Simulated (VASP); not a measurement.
# Rb2ZrH4 (P6/mmm) in VASP: a series of runs

Rb2ZrH4 is run at these levels: PBE; tasks: single point, relaxation of cell and atoms.

All numbers are computed with VASP 6.6.1; they aren't measurements. Logs are shortened: lines on timing, memory, paths and dates and some standing lists are left out, and cuts for length are marked.

## Step 1: The cell of the first run

Symmetry: P6/mmm, No. 191, hexagonal system. The conventional cell has a = 4.818 Å, b = 4.818 Å, c = 6.280 Å, α = 90.00°, β = 90.00°, γ = 120.00°. Rb (site symmetry -6m2) has 3 Rb at 2.78 Å and 8 H at 3.01 to 3.14 Å within 3.7 Å. Zr (site symmetry 6/mmm) has 2 H at 2.00 Å within 2.6 Å. H (site symmetry -6m2) has 9 H at 2.78 to 3.43 Å and 3 Zr at 2.78 Å and 2 Rb at 3.14 Å within 3.7 Å. H (site symmetry 6mm) has 1 Zr at 2.00 Å and 1 H at 2.28 Å within 2.6 Å.

The cell was built from a structure type or drawn by symmetry, and may not be a known phase.

## Step 2: Single point, PBE

Input file INCAR:

```
SYSTEM = Rb2ZrH4
PREC = Accurate
ENCUT = 520
EDIFF = 1E-6
ISMEAR = 0
SIGMA = 0.15
LREAL = .FALSE.
LASPH = .TRUE.
NELM = 80
ALGO = Normal
ISIF = 2
LWAVE = .FALSE.
LCHARG = .TRUE.
GGA = PE
LELF = .TRUE.
LVHAR = .TRUE.
NBANDS = 26
```

Input file KPOINTS:

```
regular mesh
0
G
  3 3 2
  0 0 0
```

Input file POSCAR:

```
Rb2ZrH4
1.0
    4.8182495516     -0.0000000026      0.0000000000
   -2.4091247736      4.1727265148      0.0000000000
    0.0000000000      0.0000000000      6.2802159367
Rb Zr H
2 1 4
Direct
    0.3333333333      0.6666666667      0.0000000000
    0.6666666667      0.3333333333      0.0000000000
    0.0000000000      0.0000000000      0.5000000000
    0.3333333333      0.6666666667      0.5000000000
    0.6666666667      0.3333333333      0.5000000000
    0.0000000000      0.0000000000      0.8184016563
    0.0000000000      0.0000000000      0.1815983437
```

Potentials or basis: VASP PAW PBE potentials, release 64 (Rb_sv, Zr_sv, H).

Command:

```console
$ cat potpaw_PBE.64/Rb_sv/POTCAR potpaw_PBE.64/Zr_sv/POTCAR potpaw_PBE.64/H/POTCAR > POTCAR
$ mpirun -np 1 vasp_std > vasp.out
```

OUTCAR:

```text
SYSTEM = Rb2ZrH4
   PREC = Accurate
   ENCUT = 520
   EDIFF = 1E-6
   ISMEAR = 0
   LREAL = .FALSE.
   LASPH = .TRUE.
   NELM = 80
   ISIF = 2
   GGA = PE

 ion  position               nearest neighbor table
   1  0.333  0.667  0.000-   2 2.78   2 2.78   2 2.78   7 3.01   6 3.01   7 3.01   6 3.01   7 3.01
                             6 3.01   4 3.14   4 3.14   3 4.20   3 4.20   3 4.20   3 4.20   3 4.20
   2  0.667  0.333  0.000-   1 2.78   1 2.78   1 2.78   7 3.01   6 3.01   6 3.01   7 3.01   6 3.01
                             7 3.01   5 3.14   5 3.14   3 4.20   3 4.20   3 4.20   3 4.20   3 4.20
   3  0.000  0.000  0.500-   6 2.00   7 2.00   1 4.20   2 4.20   1 4.20   2 4.20   2 4.20   2 4.20
                             1 4.20   1 4.20   2 4.20   2 4.20   1 4.20   1 4.20
   4  0.333  0.667  0.500-   1 3.14   1 3.14
   5  0.667  0.333  0.500-   2 3.14   2 3.14
   6  0.000  0.000  0.818-   3 2.00   2 3.01   1 3.01   2 3.01   1 3.01   2 3.01   1 3.01
   7  0.000  0.000  0.182-   3 2.00   2 3.01   1 3.01   2 3.01   1 3.01   2 3.01   1 3.01

 -----------------------------------------------------------------------------
|                                                                             |
|           W    W    AA    RRRRR   N    N  II  N    N   GGGG   !!!           |
|           W    W   A  A   R    R  NN   N  II  NN   N  G    G  !!!           |
|           W    W  A    A  R    R  N N  N  II  N N  N  G       !!!           |
|           W WW W  AAAAAA  RRRRR   N  N N  II  N  N N  G  GGG   !            |
|           WW  WW  A    A  R   R   N   NN  II  N   NN  G    G                |
|           W    W  A    A  R    R  N    N  II  N    N   GGGG   !!!           |
|                                                                             |
|     The distance between some ions is very small. Please check the          |
|     nearest-neighbor list in the OUTCAR file.                               |
|     I HOPE YOU KNOW WHAT YOU ARE DOING!                                     |
|                                                                             |
 -----------------------------------------------------------------------------

  LATTYP: Found a hexagonal cell.
 ALAT       =     4.8182495516
 C/A-ratio  =     1.3034227201

  Lattice vectors:

 A1 = (   4.8182495516,  -0.0000000026,   0.0000000000)
 A2 = (  -2.4091247736,   4.1727265148,   0.0000000000)
 A3 = (   0.0000000000,   0.0000000000,   6.2802159367)

Analysis of symmetry for initial positions (statically):
=====================================================================
 Subroutine PRICEL returns:
 Original cell was already a primitive cell.

 Routine SETGRP: Setting up the symmetry group for a
 hexagonal supercell.

 Subroutine GETGRP returns: Found 24 space group operations
 (whereof 24 operations were pure point group operations)
 out of a pool of 24 trial point group operations.

The static configuration has the point symmetry D_6h.

Analysis of symmetry for dynamics (positions and initial velocities):
=====================================================================
 Subroutine PRICEL returns:
 Original cell was already a primitive cell.

 Routine SETGRP: Setting up the symmetry group for a
 hexagonal supercell.

 Subroutine GETGRP returns: Found 24 space group operations
 (whereof 24 operations were pure point group operations)
 out of a pool of 24 trial point group operations.

The dynamic configuration has the point symmetry D_6h.

 Subroutine INISYM returns: Found 24 space group operations
 (whereof 24 operations are pure point group operations),
 and found     1 'primitive' translations

----------------------------------------------------------------------------------------

                                     Primitive cell

  volume of cell :     126.2652

  direct lattice vectors                    reciprocal lattice vectors
     4.818249552 -0.000000003  0.000000000     0.207544252  0.119825730  0.000000000
    -2.409124774  4.172726515  0.000000000     0.000000000  0.239651460  0.000000000
     0.000000000  0.000000000  6.280215937     0.000000000  0.000000000  0.159230194

  length of vectors
     4.818249552  4.818249552  6.280215937     0.239651460  0.239651460  0.159230194

  position of ions in fractional coordinates (direct lattice)
     0.333333333  0.666666667  0.000000000
     0.666666667  0.333333333  0.000000000
     0.000000000  0.000000000  0.500000000
     0.333333333  0.666666667  0.500000000
     0.666666667  0.333333333  0.500000000
     0.000000000  0.000000000  0.818401656
     0.000000000  0.000000000  0.181598344

  ion indices of the primitive-cell ions
   primitive index   ion index
                 1           1
                 2           2
                 3           3
                 4           4
                 5           5
                 6           6
                 7           7

----------------------------------------------------------------------------------------

 KPOINTS: regular mesh

Automatic generation of k-mesh.
 Grid dimensions read from file:
 generate k-points for:    3    3    2

 Generating k-lattice:

  Cartesian coordinates                     Fractional coordinates (reciprocal lattice)
     0.069181417  0.039941910  0.000000000     0.333333333  0.000000000  0.000000000
     0.000000000  0.079883820  0.000000000     0.000000000  0.333333333  0.000000000
     0.000000000  0.000000000  0.079615097     0.000000000  0.000000000  0.500000000

  Length of vectors
     0.079883820  0.079883820  0.079615097

  Shift w.r.t. Gamma in fractional coordinates (k-lattice)
     0.000000000  0.000000000  0.000000000

 Subroutine IBZKPT returns following result:
 ===========================================

 Found      6 irreducible k-points:

 Following reciprocal coordinates:
            Coordinates               Weight
  0.000000  0.000000  0.000000      1.000000
  0.333333 -0.000000  0.000000      6.000000
  0.333333  0.333333  0.000000      2.000000
  0.000000  0.000000  0.500000      1.000000
  0.333333 -0.000000  0.500000      6.000000
  0.333333  0.333333  0.500000      2.000000
   k-points           NKPTS =      6   k-points in BZ     NKDIM =      6   number of bands    NBANDS=     26
   number of dos      NEDOS =    301   number of ions     NIONS =      7
   total plane-waves  NPLWV =  62208
   dimension x,y,z NGX =    36 NGY =   36 NGZ =   48
   dimension x,y,z NGXF=    72 NGYF=   72 NGZF=   96
   ions per type =               2   1   4
   NGX,Y,Z   is equivalent  to a cutoff of  12.42, 12.42, 12.71 a.u.
   NGXF,Y,Z  is equivalent  to a cutoff of  24.84, 24.84, 25.41 a.u.
 SYSTEM =  Rb2ZrH4
   PREC   = accura    normal or accurate (medium, high low for compatibility)
   ISTART =      0    job   : 0-new  1-cont  2-samecut
   ICHARG =      2    charge: 1-file 2-atom 10-const
   ISPIN  =      1    spin polarized calculation?
   LNONCOLLINEAR =      F non collinear calculations
   LSORBIT =      F    spin-orbit coupling
   LASPH  =      T    aspherical Exc in radial PAW
   ENCUT  =  520.0 eV  38.22 Ry    6.18 a.u.   8.96  8.96 11.68*2*pi/ulx,y,z
   NELM   =     80;   NELMIN=  2; NELMDL= -5     # of ELM steps
   EDIFF  = 0.1E-05   stopping-criterion for ELM
   LREAL  =      F    real-space projection
   EDIFFG = 0.1E-04   stopping-criterion for IOM
   NSW    =      0    number of steps for IOM
   IBRION =     -1    ionic relax: 0-MD 1-quasi-New 2-CG
   NFREE  =      0    steps in history (QN), initial steepest desc. (CG)
   ISIF   =      2    stress and relaxation
   ISYM   =      2    0-nonsym 1-usesym 2-fastsym
   POTIM  = 0.5000    time-step for ionic-motion
   TEBEG  =    0.0;   TEEND  =   0.0 temperature during run
   PSTRESS=    0.0 pullay stress
   NELECT =      34.0000    total number of electrons
   NUPDOWN=      -1.0000    fix difference up-down
   EMIN   =  10.00;   EMAX   =-10.00  energy-range for DOS
   EFERMI =   0.00;   METHOD = LEGACY
   ISMEAR =     0;   SIGMA  =   0.15  broadening in eV -4-tet -1-fermi 0-gaus
   EFERMI_NEDOS =   21; number of points for ismear=-14 and -15
   IALGO  =     38    algorithm
   IMIX   =      4    mixing-type and parameters
     AMIX     =   0.40;   BMIX     =  1.00
     AMIX_MAG =   1.60;   BMIX_MAG =  1.00
  volume/ion in A,a.u.               =      18.04       121.73
  Fermi-wavevector in a.u.,A,eV,Ry     =   1.057158  1.997739 15.205638  1.117583
  Thomas-Fermi vector in A             =   2.192420
   LORBIT       =      0    0 simple, 1 ext, 2 COOP (PROOUT), +10 PAW based schemes
   GGA     = PE    functional components
   LHFCALC =     F    Hartree Fock is set to
   AEXX    =    0.0000 exact exchange contribution
   IVDW    =     0    specifies the selected vdW correction
   LEPSILON=     F    determine dielectric tensor
   LRPA    =     F    only Hartree local field effects (RPA)
 non-spin polarized calculation
 Gauss-broadening in eV      SIGMA  =   0.15
  energy-cutoff  :      520.00
  volume of cell :      126.27
 maximum number of plane-waves:      3426
 NGX is ok and might be reduce to    36
   NGX = 17   NGY = 17   NGZ = 23

 number of electron      34.0000000 magnetization

 Free energy of the ion-electron system (eV)
  ---------------------------------------------------
  ext. energy  EPLUGINS =         0.00000000
  ---------------------------------------------------
  free energy    TOTEN  =       -20.18799868 eV

  energy without entropy =      -20.10788964  energy(sigma->0) =      -20.14794416

 E-fermi :   2.9262     XC(G=0):  -8.5763

 val. band max:        2.8983498368   @ k =   0.3333   0.3333   0.0000
 cond. band min:       2.9277173394   @ k =   0.3333  -0.0000   0.0000
 fundamental gap:      0.0293675026
 Fermi energy:         2.9261910099

 k-point     1 :       0.0000    0.0000    0.0000
  band No.  band energies     occupation
      1     -47.2831      2.00000
      2     -26.8507      2.00000
      3     -25.5389      2.00000
      4     -25.3593      2.00000
      5     -25.3593      2.00000
      6     -25.0182      2.00000
[... 18 lines left out ...]
     25       6.3393      0.00000
     26       7.2709      0.00000
[... 122 lines left out ...]
      4     -25.3646      2.00000
      5     -25.3646      2.00000
      6     -25.0176      2.00000
[... 18 lines left out ...]
     25       7.1001      0.00000
     26       7.1402      0.00000

------------------------ aborting loop because EDIFF is reached ----------------------------------------

  FORCE on cell =-STRESS in cart. coord.  units (eV):
  Direction    XX          YY          ZZ          XY          YZ          ZX
  --------------------------------------------------------------------------------------
  -------------------------------------------------------------------------------------
  Total        0.3006138      0.3006138      0.1603214     -0.0000000     -0.0000000      0.0000000
  in kB        3.8144829      3.8144829      2.0343148     -0.0000000     -0.0000000      0.0000000
  external PRESSURE =       3.2210936 kB  Pullay stress =       0.0000000 kB

 VOLUME and BASIS-vectors are now :
 -----------------------------------------------------------------------------
  energy-cutoff  :      520.00
  volume of cell :      126.27
      direct lattice vectors                 reciprocal lattice vectors
     4.818249552 -0.000000003  0.000000000     0.207544252  0.119825730  0.000000000
    -2.409124774  4.172726515  0.000000000     0.000000000  0.239651460  0.000000000
     0.000000000  0.000000000  6.280215937     0.000000000  0.000000000  0.159230194

 POSITION                                       TOTAL-FORCE (eV/Angst)
 -----------------------------------------------------------------------------------
      0.00000      2.78182      0.00000        -0.000000      0.000000     -0.000000
      2.40912      1.39091      0.00000         0.000000      0.000000      0.000000
      0.00000      0.00000      3.14011         0.000000     -0.000000      0.000000
      0.00000      2.78182      3.14011         0.000000     -0.000000      0.000000
      2.40912      1.39091      3.14011         0.000000     -0.000000      0.000000
      0.00000      0.00000      5.13974         0.000000     -0.000000      0.074475
      0.00000      0.00000      1.14048         0.000000     -0.000000     -0.074475
 -----------------------------------------------------------------------------------
    total drift:                                0.000000      0.000000      0.000000

  FREE ENERGIE OF THE ION-ELECTRON SYSTEM (eV)
  ---------------------------------------------------
  free  energy   TOTEN  =       -20.1879986790 eV

  energy  without entropy=      -20.1078896359  energy(sigma->0) =      -20.14794416
```

Run time: 22 s. Hardware: 1 thread of Intel Xeon Platinum 8375C at 2.90GHz (Ice Lake), shared host; peak memory 0.24 GiB.

What came out:

```
Free energy            : -20.1880 eV
Pressure               : 0.3 GPa
Largest force          : 0.074 eV/Å
Band gap on the k mesh : zero (bands 17 and 18 overlap by 0.28 eV)
```

Forces in eV/Å, atoms in the order of the input:
```
Rb   0.000  0.000  0.000
Rb   0.000  0.000  0.000
Zr   0.000  0.000  0.000
H    0.000  0.000  0.000
H    0.000  0.000  0.000
H    0.000  0.000  0.074
H    0.000  0.000 -0.074
```

Caveat: the k points lie up to 0.50 Å⁻¹ apart.

## Step 3: Relaxation of cell and atoms, PBE

This run uses another cell than the first one, of 21.65 Å³/atom.

Input file INCAR:

```
PREC     = Accurate       # precision mode
ENCUT    = 600            # plane-wave cutoff, eV
EDIFF    = 1E-6           # SCF threshold, eV
ISMEAR   = 0              # smearing method
SIGMA    = 0.15           # smearing width, eV
LREAL    = False          # projectors in reciprocal space
LASPH    = True           # aspherical terms in the spheres
NELM     = 100            # most SCF steps
ALGO     = Normal         # electronic algorithm
ISIF     = 3              # what is computed and relaxed
LWAVE    = False          # write WAVECAR
LCHARG   = False          # write CHGCAR
GGA      = PE             # functional
IBRION   = 2              # ionic algorithm
NSW      = 36             # ionic steps
EDIFFG   = -0.08          # ionic threshold
```

Input file KPOINTS:

```
Automatic mesh
0
Gamma
  3 3 2
```

Input file POSCAR:

```
Rb2ZrH4
1.0
    5.3989945900      0.0000000000      0.0000000000
   -2.6994972900      4.6756664700      0.0000000000
    0.0000000000      0.0000000000      6.0027854000
Rb Zr H
2 1 4
Direct
    0.3333333300      0.6666666700      0.0000000000
    0.6666666700      0.3333333300      0.0000000000
    0.0000000000      0.0000000000      0.5000000000
    0.3333333300      0.6666666700      0.5000000000
    0.6666666700      0.3333333300      0.5000000000
    0.0000000000      0.0000000000      0.7443393400
    0.0000000000      0.0000000000      0.2556606600
```

Potentials or basis: VASP PAW PBE potentials, release 64 (Rb_sv, Zr_sv, H).

Command:

```console
$ cat potpaw_PBE.64/Rb_sv/POTCAR potpaw_PBE.64/Zr_sv/POTCAR potpaw_PBE.64/H/POTCAR > POTCAR
$ mpirun -np 1 vasp_std > vasp.out
```

Wall time 3.8 min (1 thread of Intel Xeon Platinum 8375C at 2.90GHz (Ice Lake), shared host); peak memory 0.35 GiB.

The run converged. Its results:

| Quantity | Value |
| --- | --- |
| Free energy | -20.1871 eV |
| Relaxed volume | 18.23 Å³/atom |
| Relaxed cell | a = 4.819 Å, b = 4.819 Å, c = 6.344 Å, α = 90.00°, β = 90.00°, γ = 120.00° |
| Space group after relaxing (to 0.1 Å) | P6/mmm (No. 191) |
| Energy gained by relaxing | 623.5 meV/atom |
| Ionic steps | 11 |
| Pressure after relaxing | 0.0 GPa |
| Largest force after relaxing | 0.058 eV/Å |
| Band gap on the k mesh | zero (bands 17 and 18 overlap by 0.29 eV) |

Forces in eV/Å, atoms in the order of the input:
```
Rb   0.000  0.000  0.000
Rb   0.000  0.000  0.000
Zr   0.000  0.000  0.000
H    0.000  0.000  0.000
H    0.000  0.000  0.000
H    0.000  0.000  0.058
H    0.000  0.000 -0.058
```

Stress tensor (GPa, compression positive):
```
 0.33  0.00  0.00
 0.00  0.33  0.00
 0.00  0.00 -0.61
```

Step by step:
```tsv
step	energy change (eV)	largest force (eV/Å)	pressure (GPa)	volume (Å³)
1	0.0000	9.7692	7.26	151.53
2	-3.2507	0.8789	-5.67	171.88
3	-3.7355	0.2695	-3.89	164.57
4	-3.7370	0.3375	-3.79	164.32
5	-3.7370	0.4160	-3.68	164.03
6	-4.0043	0.4277	-3.09	152.99
7	-4.3254	0.4247	-0.75	133.22
8	-4.3431	0.4054	1.12	124.87
9	-4.3485	0.4131	0.45	127.52
10	-4.3642	0.0915	0.06	127.60
11	-4.3644	0.0577	0.02	127.61
```

Final structure:
```xyz
7
Lattice="4.8195 0.0000 0.0000 -2.4097 4.1738 0.0000 0.0000 0.0000 6.3439" Properties=species:S:1:pos:R:3 pbc="T T T"
Rb    0.0000    2.7825    0.0000
Rb    2.4097    1.3913    0.0000
Zr    0.0000    0.0000    3.1719
H     0.0000    2.7825    3.1719
H     2.4097    1.3913    3.1719
H     0.0000    0.0000    5.1809
H     0.0000    0.0000    1.1630
```

Levels at points of the mesh, in eV from the Fermi level:
```
           k point  band 14  band 15  band 16  band 17  band 18  band 19  band 20  band 21
(0.00, 0.00, 0.00)    -4.47    -2.30    -0.91     0.09     0.09     0.49     0.49     2.01
(0.00, 0.00, 0.50)    -4.55    -3.58    -0.75    -0.06    -0.06     0.48     0.48     1.56
```

Caveat: the k points lie up to 0.50 Å⁻¹ apart in the final cell; the volume moved by over 15 % at a fixed basis, so the end points are rough; the relaxation stopped at a loose force limit of 0.08 eV/Å, so its end isn't a converged minimum.
